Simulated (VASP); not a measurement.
Wanted: the native input for a VASP 6.6.1 run.

| Item | Value |
| --- | --- |
| Task | single point |
| Functional | PBE |
| Potentials or basis | VASP PAW PBE potentials, release 64 (B, N) |
| Cutoff | 520 eV |
| k mesh | 2 × 2 × 2, shifted |
| Occupations | fermi-dirac, width 0.02 eV |
| Spin | no spin polarisation |
| Dipole correction | no |
| Further INCAR settings | LREAL = Auto; ALGO = Normal; EDIFF = 1e-06; NBANDS = 46 |

The structure of BN lies in POSCAR:

```
BN
1.0
   -3.5863140000      3.5863140000      0.0000000000
    0.0000000000      3.5863140000     -3.5863140000
   -3.5863140000      0.0000000000     -3.5863140000
B N
8 8
Direct
   -0.0263259157      0.4905911752      0.5077603355
   -0.0314166579     -0.0098120243      0.5055343732
   -0.0217340144      0.4848178380      0.0105261279
   -0.0239159204     -0.0104739853      0.0050374842
    0.4695892496      0.4888204156      0.5112529187
    0.4708732978     -0.0199992248      0.5136277805
    0.4838381413      0.4875316272      0.0090450808
    0.4707702672     -0.0094913608      0.0052332283
    0.3461806468      0.8584838082      0.3788807952
    0.3578218472      0.3562458558      0.3757285335
    0.3567384228      0.8624902895      0.8696734307
    0.3487820643      0.3588821280      0.8883759202
    0.8468637994      0.8611436422      0.3785754677
    0.8531907691      0.3589211653      0.3875176574
    0.8492428438      0.8579364495      0.8864640687
    0.8491098381      0.3579665640      0.8850194099
```

This cell differs from its parent crystal: dynamics (npt langevin) at 200 K, volume x 1.0, from the last frame before.

The input as run:

INCAR

```
SYSTEM = BN
  PREC = Accurate
  ENCUT = 520
  EDIFF = 1E-6
  ISMEAR = -1
  SIGMA = 0.02
  LREAL = Auto
  LASPH = .True.
  NELM = 100
  ALGO = Normal
  ISIF = 2
  LWAVE = .False.
  LCHARG = .False.
  GGA = PE
  NBANDS = 46
```

KPOINTS

```
Automatic mesh
0
Gamma
  2 2 2
  0.5 0.5 0.5
```

Potentials or basis: VASP PAW PBE potentials, release 64 (B, N).

Command:

```bash
$ cat potpaw_PBE.64/B/POTCAR potpaw_PBE.64/N/POTCAR > POTCAR
$ mpirun -np 1 vasp_std > vasp.out
```

Results of the run:

```json
{"Pressure": "13.6 GPa", "Largest force": "2.308 eV/Å", "Band gap on the k mesh": "5.64 eV"}
```

Caveat: the k points lie up to 0.76 Å⁻¹ apart; the atoms stand as in a frame of molecular dynamics; a shifted mesh leaves out Γ, where band edges can lie; forces of over 1 eV/Å act on the atoms, so gaps and moduli don't describe the material at rest.

Wall time 4 min on 1 thread of Intel Xeon 8259CL, on a shared host, peak memory 0.25 GiB.
